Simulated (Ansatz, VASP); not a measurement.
One calculation of AlCo, two programs

```
Al Co
1.0
     5.12296    0.00000    0.00000
    -2.56148    4.43662    0.00000
     0.00000    0.00000    3.81859
Al Co
3 3
Direct
  0.50000 0.00000 0.00000
  0.50000 0.50000 0.00000
  0.00000 0.50000 0.00000
  0.00000 0.00000 0.00000
  0.33333 0.66667 0.50000
  0.66667 0.33333 0.50000
```

Alike in both runs: functional PBE; k mesh 6 × 6 × 6; occupations gaussian, width 0.1 eV; no spin polarisation.

Ansatz relaxed the structure, and its values are those at the end. VASP's run is a single point on that final structure, the one shown.

|  | VASP | Ansatz |
| --- | --- | --- |
| version | VASP 6.6.1 | Ansatz 0.2.0 |
| potentials or method | VASP PAW PBE potentials, release 64 (Al, Co), cutoff 520 eV | scalar-relativistic, plane waves, PAW |
| valence electrons in the cell | 36 | 60 |

|  | VASP | Ansatz | Ansatz less VASP |
| --- | --- | --- | --- |
| gap on the k mesh at the Fermi level (eV) | none | none | - |
| pressure (GPa) | 0.1 | 0.0 | -0.05 |

A gap of «none» marks a metal or a gap that the smearing closes. VASP's potentials hold 36 valence electrons a cell and Ansatz's 60, so a difference there can come from the potentials and not from the codes.
